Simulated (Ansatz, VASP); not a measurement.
Ti: VASP beside Ansatz

```xyz
1
Lattice="0.0000 2.0567 2.0567 2.0567 0.0000 2.0567 2.0567 2.0567 0.0000" Properties=species:S:1:pos:R:3 pbc="T T T"
Ti    0.0000    0.0000    0.0000
```

Alike in both runs: task single point; functional PBE; k mesh 10 × 10 × 10; occupations methfessel-paxton of order 1, width 0.02 eV; no spin polarisation.

```csv
,VASP,Ansatz
version,VASP 6.6.1,Ansatz 0.2.0
potentials or method,"VASP PAW PBE potentials, release 64 (Ti_sv), cutoff 500 eV","plane waves, PAW"
valence electrons in the cell,12,12
```

```tsv
	VASP	Ansatz	Ansatz less VASP
pressure (GPa)	-0.8	-0.6	+0.25
```

Ansatz's warnings: stress scf threshold loose.
